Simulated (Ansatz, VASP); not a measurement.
## Cs: VASP beside Ansatz

```xyz
2
Lattice="-4.8746 4.8746 2.6592 4.8746 -4.8746 2.6592 4.8746 4.8746 -2.6592" Properties=species:S:1:pos:R:3 pbc="T T T"
Cs    0.0000    0.0000    0.0000
Cs    0.0000    4.8746    1.3296
```

Alike in both runs: task single point; functional PBE; k mesh 4 × 4 × 4; occupations gaussian, width 0.1 eV; no spin polarisation.

|  | VASP | Ansatz |
| --- | --- | --- |
| version | VASP 6.6.1 | Ansatz 0.2.0 |
| potentials or method | VASP PAW PBE potentials, release 64 (Cs_sv), cutoff 520 eV | scalar-relativistic, plane waves, PAW |
| valence electrons in the cell | 18 | 18 |

```csv
,VASP,Ansatz,Ansatz less VASP
gap on the k mesh at the Fermi level (eV),none,none,-
pressure (GPa),-0.1,-0.1,+0.01
"traceless stress, the component that is largest in VASP (GPa)",0.06,0.06,0.000
```

A gap of «none» marks a metal or a gap that the smearing closes.

Neither program's run includes spin-orbit coupling.
